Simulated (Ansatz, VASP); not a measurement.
**Two plane-wave programs on Ni3Hg**

```
CELL_PARAMETERS angstrom
3.74491 0.00000 0.00000
0.00000 3.74491 0.00000
0.00000 0.00000 3.74491
ATOMIC_POSITIONS crystal
Ni 0.00534 0.50000 0.50000
Ni 0.50000 0.00000 0.50000
Ni 0.50000 0.50000 0.00000
Hg 0.00000 0.00000 0.00000
```

Alike in both runs: task single point; functional PBEsol; k mesh 6 × 6 × 6; collinear spin.

|  | VASP | Ansatz |
| --- | --- | --- |
| version | VASP 6.6.1 | Ansatz 0.2.0 |
| potentials or method | VASP PAW PBE potentials, release 64 (Ni, Hg) | plane waves, PAW |
| plane-wave cutoff (eV) | 520 | 420 |
| occupations | fermi-dirac, width 0.1 eV | fermi-dirac |
| valence electrons in the cell | 42 | 74 |

VASP gave:

```
rms of the force components (eV/Å)                            : 0.019
net moment per atom (μB)                                      : 0.26
size of the moment on the site where the two differ most (μB) : 0.36
```

Question: Which values does Ansatz return?

Answer: rms of the force components (eV/Å): 0.019; net moment per atom (μB): 0.27; size of the moment on the site where the two differ most (μB): 0.38.

VASP's potentials were made for PBE, not for PBEsol. Site moments also hang on the region over which each program counts them. Atom by atom the forces differ by 0.001 eV/Å (rms over components). VASP's potentials hold 42 valence electrons a cell and Ansatz's 74, so a difference there can come from the potentials and not from the codes.

Spin-orbit coupling is off throughout.
